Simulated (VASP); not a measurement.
# AlGa3N4 (Pm) in VASP: a series of runs

AlGa3N4 is run at these levels: PBEsol; tasks: single point.

Everything below comes from runs of VASP 6.6.1. Logs are shortened: lines on timing, memory, paths and dates and some standing lists are left out, and cuts for length are marked.

## Step 1: The cell of the first run

The structure is monoclinic, space group Pm (No. 6). The conventional cell has a = 5.068 Å, b = 3.165 Å, c = 5.142 Å, α = 90.00°, β = 90.04°, γ = 90.00°. Al (site symmetry m) has 4 N at 1.77 to 1.90 Å within 2.3 Å. Within 2.4 Å of Ga (site symmetry m) lie 4 N at 1.82 to 1.95 Å. Within 2.4 Å of Ga (site symmetry m) lie 4 N at 1.81 to 1.96 Å. Within 2.4 Å of Ga (site symmetry m) lie 4 N at 1.83 to 1.95 Å. Within 2.3 Å of N (site symmetry m) lie 1 Al at 1.77 Å and 3 Ga at 1.91 to 1.95 Å. N (site symmetry m) has 2 Ga at 1.83 to 1.96 Å and 2 Al at 1.87 Å within 2.4 Å. Within 2.4 Å of N (site symmetry m) lie 4 Ga at 1.81 to 1.95 Å. N (site symmetry m) has 3 Ga at 1.82 to 1.91 Å and 1 Al at 1.90 Å within 2.4 Å.

## Step 2: Single point, PBEsol (strain -0.0750 x Voigt [0, 0, 1, 0, 0, 0])

INCAR

```
PREC     = Accurate       # precision mode
ENCUT    = 520            # plane-wave cutoff, eV
EDIFF    = 1E-7           # SCF threshold, eV
ISMEAR   = 0              # smearing method
SIGMA    = 0.05           # smearing width, eV
LREAL    = False          # projectors in reciprocal space
LASPH    = True           # aspherical terms in the spheres
NELM     = 100            # most SCF steps
ALGO     = Normal         # electronic algorithm
ISIF     = 2              # what is computed and relaxed
LWAVE    = False          # write WAVECAR
LCHARG   = False          # write CHGCAR
GGA      = PS             # functional
NBANDS   = 41             # bands
```

KPOINTS

```
regular mesh
0
Gamma
  6 8 6
```

POSCAR

```
AlGa3N4
1.0
    5.1423512025      0.0000000000      0.0001123911
    0.0000000000      3.1649848011      0.0000000000
   -0.0035856884      0.0000000000      5.0676070777
Al Ga N
1 3 4
Direct
    0.0006034235      0.5000000000      0.6673576246
    0.4991167026      0.5000000000      0.3349195796
    0.4990273840      0.0000000000      0.8315570006
    0.9998617813      0.0000000000      0.1661805284
    0.1196687536      0.5000000000      0.3400974151
    0.1176459797      0.0000000000      0.8263760593
    0.6204436392      0.0000000000      0.1662162869
    0.6312323461      0.5000000000      0.6672965055
```

Potentials or basis: VASP PAW PBE potentials, release 64 (Al, Ga_d, N).

Launch:

```bash
$ cat potpaw_PBE.64/Al/POTCAR potpaw_PBE.64/Ga_d/POTCAR potpaw_PBE.64/N/POTCAR > POTCAR
$ mpirun -np 1 vasp_std > vasp.out
```

OUTCAR:

```text
PREC = Accurate
   ENCUT = 520
   EDIFF = 1E-7
   ISMEAR = 0
   LREAL = False
   LASPH = True
   NELM = 100
   ISIF = 2
   GGA = PS

 ion  position               nearest neighbor table
   1  0.001  0.500  0.667-   5 1.77   6 1.87   6 1.87   8 1.90   4 2.98   4 2.98   4 2.99   4 2.99
                             2 3.07   2 3.08   3 3.12   3 3.12   3 3.14   3 3.14
   2  0.499  0.500  0.335-   8 1.82   7 1.90   7 1.90   5 1.95   1 3.07   1 3.08
   3  0.499  0.000  0.832-   7 1.81   8 1.91   8 1.91   6 1.96   1 3.12   1 3.12   1 3.14   1 3.14

   4  1.000  0.000  0.166-   6 1.83   5 1.91   5 1.91   7 1.95   1 2.98   1 2.98   1 2.99   1 2.99

   5  0.120  0.500  0.340-   1 1.77   4 1.91   4 1.91   2 1.95
   6  0.118  0.000  0.826-   4 1.83   1 1.87   1 1.87   3 1.96
   7  0.620  0.000  0.166-   3 1.81   2 1.90   2 1.90   4 1.95
   8  0.631  0.500  0.667-   2 1.82   1 1.90   3 1.91   3 1.91

  LATTYP: Found a simple monoclinic cell.
 ALAT       =     5.0676083463
 B/A-ratio  =     0.6245519750
 C/A-ratio  =     1.0147491385
 COS(beta)  =    -0.0006857142

  Lattice vectors:

 A1 = (  -0.0035856884,   0.0000000000,   5.0676070777)
 A2 = (   0.0000000000,  -3.1649848011,   0.0000000000)
 A3 = (   5.1423512025,   0.0000000000,   0.0001123911)

Analysis of symmetry for initial positions (statically):
=====================================================================
 Subroutine PRICEL returns:
 Original cell was already a primitive cell.

 Routine SETGRP: Setting up the symmetry group for a
 simple monoclinic supercell.

 Subroutine GETGRP returns: Found  2 space group operations
 (whereof  2 operations were pure point group operations)
 out of a pool of  4 trial point group operations.

The static configuration has the point symmetry C_1h.

Analysis of symmetry for dynamics (positions and initial velocities):
=====================================================================
 Subroutine PRICEL returns:
 Original cell was already a primitive cell.

 Routine SETGRP: Setting up the symmetry group for a
 simple monoclinic supercell.

 Subroutine GETGRP returns: Found  2 space group operations
 (whereof  2 operations were pure point group operations)
 out of a pool of  4 trial point group operations.

The dynamic configuration has the point symmetry C_1h.

 Subroutine INISYM returns: Found  2 space group operations
 (whereof  2 operations are pure point group operations),
 and found     1 'primitive' translations

----------------------------------------------------------------------------------------

                                     Primitive cell

  volume of cell :      82.4777

  direct lattice vectors                    reciprocal lattice vectors
     5.142351203  0.000000000  0.000112391     0.194463572  0.000000000  0.000137597
     0.000000000  3.164984801  0.000000000     0.000000000  0.315957283  0.000000000
    -0.003585688  0.000000000  5.067607078    -0.000004313  0.000000000  0.197331792

  length of vectors
     5.142351204  3.164984801  5.067608346     0.194463621  0.315957283  0.197331792

  position of ions in fractional coordinates (direct lattice)
     0.000603424  0.500000000  0.667357625
     0.499116703  0.500000000  0.334919580
     0.499027384  0.000000000  0.831557001
     0.999861781  0.000000000  0.166180528
     0.119668754  0.500000000  0.340097415
     0.117645980  0.000000000  0.826376059
     0.620443639  0.000000000  0.166216287
     0.631232346  0.500000000  0.667296505

  ion indices of the primitive-cell ions
   primitive index   ion index
                 1           1
                 2           2
                 3           3
                 4           4
                 5           5
                 6           6
                 7           7
                 8           8

----------------------------------------------------------------------------------------

 KPOINTS: regular mesh

Automatic generation of k-mesh.
 Grid dimensions read from file:
 generate k-points for:    6    8    6

 Generating k-lattice:

  Cartesian coordinates                     Fractional coordinates (reciprocal lattice)
     0.032410595  0.000000000  0.000022933     0.166666667  0.000000000 -0.000000000
     0.000000000  0.039494660  0.000000000     0.000000000  0.125000000  0.000000000
    -0.000000719  0.000000000  0.032888632     0.000000000  0.000000000  0.166666667

  Length of vectors
     0.032410603  0.039494660  0.032888632

  Shift w.r.t. Gamma in fractional coordinates (k-lattice)
     0.000000000  0.000000000  0.000000000

 Subroutine IBZKPT returns following result:
 ===========================================

 Found    100 irreducible k-points:

 Following reciprocal coordinates:
            Coordinates               Weight
  0.000000  0.000000  0.000000      1.000000
  0.166667  0.000000 -0.000000      2.000000
  0.333333  0.000000 -0.000000      2.000000
  0.500000  0.000000  0.000000      1.000000
  0.000000  0.125000  0.000000      2.000000
  0.166667  0.125000 -0.000000      4.000000
[... 16 lines left out ...]
  0.333333  0.000000  0.166667      2.000000
  0.500000  0.000000  0.166667      2.000000
 [... further k-points ...]
   k-points           NKPTS =    100   k-points in BZ     NKDIM =    100   number of bands    NBANDS=     41
   number of dos      NEDOS =    301   number of ions     NIONS =      8
   total plane-waves  NPLWV =  38400
   dimension x,y,z NGX =    40 NGY =   24 NGZ =   40
   dimension x,y,z NGXF=    80 NGYF=   48 NGZF=   80
   ions per type =               1   3   4
   NGX,Y,Z   is equivalent  to a cutoff of  12.93, 12.61, 13.12 a.u.
   NGXF,Y,Z  is equivalent  to a cutoff of  25.86, 25.21, 26.24 a.u.
 SYSTEM =  unknown system
   PREC   = accura    normal or accurate (medium, high low for compatibility)
   ISTART =      0    job   : 0-new  1-cont  2-samecut
   ICHARG =      2    charge: 1-file 2-atom 10-const
   ISPIN  =      1    spin polarized calculation?
   LNONCOLLINEAR =      F non collinear calculations
   LSORBIT =      F    spin-orbit coupling
   LASPH  =      T    aspherical Exc in radial PAW
   ENCUT  =  520.0 eV  38.22 Ry    6.18 a.u.   9.56  5.88  9.42*2*pi/ulx,y,z
   NELM   =    100;   NELMIN=  2; NELMDL= -5     # of ELM steps
   EDIFF  = 0.1E-06   stopping-criterion for ELM
   LREAL  =      F    real-space projection
   EDIFFG = 0.1E-05   stopping-criterion for IOM
   NSW    =      0    number of steps for IOM
   IBRION =     -1    ionic relax: 0-MD 1-quasi-New 2-CG
   NFREE  =      0    steps in history (QN), initial steepest desc. (CG)
   ISIF   =      2    stress and relaxation
   ISYM   =      2    0-nonsym 1-usesym 2-fastsym
   POTIM  = 0.5000    time-step for ionic-motion
   TEBEG  =    0.0;   TEEND  =   0.0 temperature during run
   PSTRESS=    0.0 pullay stress
   NELECT =      62.0000    total number of electrons
   NUPDOWN=      -1.0000    fix difference up-down
   EMIN   =  10.00;   EMAX   =-10.00  energy-range for DOS
   EFERMI =   0.00;   METHOD = LEGACY
   ISMEAR =     0;   SIGMA  =   0.05  broadening in eV -4-tet -1-fermi 0-gaus
   EFERMI_NEDOS =   21; number of points for ismear=-14 and -15
   IALGO  =     38    algorithm
   IMIX   =      4    mixing-type and parameters
     AMIX     =   0.40;   BMIX     =  1.00
     AMIX_MAG =   1.60;   BMIX_MAG =  1.00
  volume/ion in A,a.u.               =      10.31        69.57
  Fermi-wavevector in a.u.,A,eV,Ry     =   1.488538  2.812929 30.147051  2.215746
  Thomas-Fermi vector in A             =   2.601560
   LORBIT       =      0    0 simple, 1 ext, 2 COOP (PROOUT), +10 PAW based schemes
   GGA     = PS    functional components
   LHFCALC =     F    Hartree Fock is set to
   AEXX    =    0.0000 exact exchange contribution
   IVDW    =     0    specifies the selected vdW correction
   LEPSILON=     F    determine dielectric tensor
   LRPA    =     F    only Hartree local field effects (RPA)
 non-spin polarized calculation
 Gauss-broadening in eV      SIGMA  =   0.05
  energy-cutoff  :      520.00
  volume of cell :       82.48
 maximum number of plane-waves:      2240
 NGX is ok and might be reduce to    40
   NGX = 19   NGY = 11   NGZ = 19

 number of electron      61.9999985 magnetization

 Free energy of the ion-electron system (eV)
  ---------------------------------------------------
  ext. energy  EPLUGINS =         0.00000000
  ---------------------------------------------------
  free energy    TOTEN  =       -54.24470912 eV

  energy without entropy =      -54.24470912  energy(sigma->0) =      -54.24470912

 E-fermi :   6.7414     XC(G=0): -12.1434

 val. band max:        6.5052260031   @ k =   0.0000   0.0000   0.0000
 cond. band min:       9.0789037053   @ k =   0.0000   0.0000   0.0000
 fundamental gap:      2.5736777022
 Fermi energy:         6.7413718795

 k-point     1 :       0.0000    0.0000    0.0000
  band No.  band energies     occupation
      1     -10.2118      2.00000
      2      -9.0007      2.00000
      3      -8.7690      2.00000
      4      -8.4375      2.00000
      5      -7.0512      2.00000
      6      -7.0040      2.00000
[... 33 lines left out ...]
     40      16.7346      0.00000
     41      16.8512      0.00000

 k-point     2 :       0.1667    0.0000   -0.0000
  band No.  band energies     occupation
      1     -10.1229      2.00000
      2      -9.0274      2.00000
      3      -8.7921      2.00000
      4      -8.4304      2.00000
      5      -7.0514      2.00000
      6      -7.0070      2.00000
[... 33 lines left out ...]
     40      16.6611      0.00000
     41      16.7884      0.00000

 k-point     3 :       0.3333    0.0000   -0.0000
  band No.  band energies     occupation
      1      -9.8832      2.00000
      2      -9.1719      2.00000
      3      -8.8143      2.00000
      4      -8.4139      2.00000
      5      -7.0515      2.00000
      6      -7.0051      2.00000
[... 875 lines left out ...]
      2      -9.1233      2.00000
      3      -8.8425      2.00000
      4      -8.4543      2.00000
      5      -7.0298      2.00000
      6      -6.9969      2.00000
[... 33 lines left out ...]
     40      16.8096      0.00000
     41      16.8889      0.00000

 k-point    24 :       0.5000    0.0000    0.1667
  band No.  band energies     occupation
      1      -9.5861      2.00000
      2      -9.2925      2.00000
      3      -8.8427      2.00000
      4      -8.4450      2.00000
      5      -7.0293      2.00000
      6      -6.9983      2.00000
[... 33 lines left out ...]
     40      16.9263      0.00000
     41      17.1099      0.00000

 [... further k-points ...]

------------------------ aborting loop because EDIFF is reached ----------------------------------------

  FORCE on cell =-STRESS in cart. coord.  units (eV):
  Direction    XX          YY          ZZ          XY          YZ          ZX
  --------------------------------------------------------------------------------------
  -------------------------------------------------------------------------------------
  Total        2.9494872      5.0451221     21.1656456      0.0000000      0.0000000      0.0655899
  in kB       57.2955375     98.0044874    411.1552115      0.0000000      0.0000000      1.2741225
  external PRESSURE =     188.8184121 kB  Pullay stress =       0.0000000 kB

 VOLUME and BASIS-vectors are now :
 -----------------------------------------------------------------------------
  energy-cutoff  :      520.00
  volume of cell :       82.48
      direct lattice vectors                 reciprocal lattice vectors
     5.142351203  0.000000000  0.000112391     0.194463572  0.000000000  0.000137597
     0.000000000  3.164984801  0.000000000     0.000000000  0.315957283  0.000000000
    -0.003585688  0.000000000  5.067607078    -0.000004313  0.000000000  0.197331792

 POSITION                                       TOTAL-FORCE (eV/Angst)
 -----------------------------------------------------------------------------------
      0.00071      1.58249      3.38191        -0.630065      0.000000      1.201418
      2.56543      1.58249      1.69730        -0.675589      0.000000     -1.112057
      2.56319      0.00000      4.21406        -0.650583      0.000000     -1.244269
      5.14104      0.00000      0.84225        -0.601479      0.000000      1.132505
      0.61416      1.58249      1.72349         0.688401      0.000000     -1.304023
      0.60201      0.00000      4.18776         0.534126      0.000000     -1.226747
      3.18994      0.00000      0.84239         0.616971      0.000000      1.323136
      3.24363      1.58249      3.38167         0.718218      0.000000      1.230037
 -----------------------------------------------------------------------------------
    total drift:                                0.000023      0.000000     -0.000375

  FREE ENERGIE OF THE ION-ELECTRON SYSTEM (eV)
  ---------------------------------------------------
  free  energy   TOTEN  =       -54.2447091224 eV

  energy  without entropy=      -54.2447091224  energy(sigma->0) =      -54.24470912
```

Wall time 2.5 min (1 thread of Intel Xeon 6975P-C (Granite Rapids), shared host); peak memory 0.37 GiB.

Results:

| Property | Result |
| --- | --- |
| Free energy | -54.2447 eV |
| Pressure | 18.9 GPa |
| Largest force | 1.475 eV/Å |
| Band gap on the k mesh | 2.57 eV, direct |

Forces in eV/Å, atoms in the order of the input:
```
Al  -0.630  0.000  1.201
Ga  -0.676  0.000 -1.112
Ga  -0.651  0.000 -1.244
Ga  -0.601  0.000  1.133
N    0.688  0.000 -1.304
N    0.534  0.000 -1.227
N    0.617  0.000  1.323
N    0.718  0.000  1.230
```

Caveat: the cell differs from its parent crystal (strain -0.0750 x Voigt [0, 0, 1, 0, 0, 0]); the PAW data sets were made with another functional, which shifts forces and pressure a little. A k mesh can miss the band edges.

(Part 1 of 3 ends here.)
